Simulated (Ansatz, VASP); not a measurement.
InAs: VASP beside Ansatz

```
In As
1.0
     0.00000    3.13978    3.09338
     3.13978    0.00000    3.09338
     3.13978    3.13978    0.00000
In As
1 1
Direct
  0.00000 0.00000 0.00000
  0.75000 0.75000 0.75000
```

Change from the starting cell: strain +0.015 along x and y, +0.000 along z, atoms carried along.

Alike in both runs: task single point; functional PBE; k mesh 16 × 16 × 16; occupations gaussian, width 0.15 eV; no spin polarisation.

```csv
,VASP,Ansatz
version,VASP 6.6.1,Ansatz 0.2.0
potentials or method,"VASP PAW PBE potentials, release 64 (In_d, As), cutoff 520 eV","scalar-relativistic, plane waves, PAW"
valence electrons in the cell,18,28
```

VASP gave:

```
pressure (GPa)                                                : -1.3
traceless stress, the component that is largest in VASP (GPa) : 0.32
```

Q: Estimate Ansatz's values.

A: Pressure (GPa): -1.4; traceless stress, the component that is largest in VASP (GPa): 0.32.

VASP's potentials hold 18 valence electrons a cell and Ansatz's 28, so a difference there can come from the potentials and not from the codes.
